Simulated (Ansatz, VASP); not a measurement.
## WS in VASP and in Ansatz

```
CELL_PARAMETERS angstrom
3.79708 0.00000 0.00000
0.00000 3.79708 0.00000
0.00000 0.00000 4.39382
ATOMIC_POSITIONS crystal
W 0.00000 0.50000 0.36041
W 0.50000 0.00000 0.63959
S 0.00000 0.00000 0.00000
S 0.50000 0.50000 0.00000
```

Alike in both runs: functional PBE; k mesh 4 × 4 × 4; occupations gaussian, width 0.1 eV; no spin polarisation.

Ansatz relaxed the structure, and its values are those at the end. VASP's run is a single point on that final structure, the one shown.

|  | VASP | Ansatz |
| --- | --- | --- |
| version | VASP 6.6.1 | Ansatz 0.2.0 |
| potentials or method | VASP PAW PBE potentials, release 64 (W_sv, S), cutoff 520 eV | scalar-relativistic, plane waves, PAW |
| valence electrons in the cell | 40 | 40 |

|  | VASP | Ansatz | Ansatz less VASP |
| --- | --- | --- | --- |
| gap on the k mesh at the Fermi level (eV) | none | none | - |
| pressure (GPa) | 0.0 | -0.1 | -0.13 |
| rms of the force components (eV/Å) | 0.014 | 0.008 | -0.0066 |

A gap of «none» marks a metal or a gap that the smearing closes.

The k mesh is coarse, so the values compare programs but aren't converged. Neither program's run includes spin-orbit coupling.
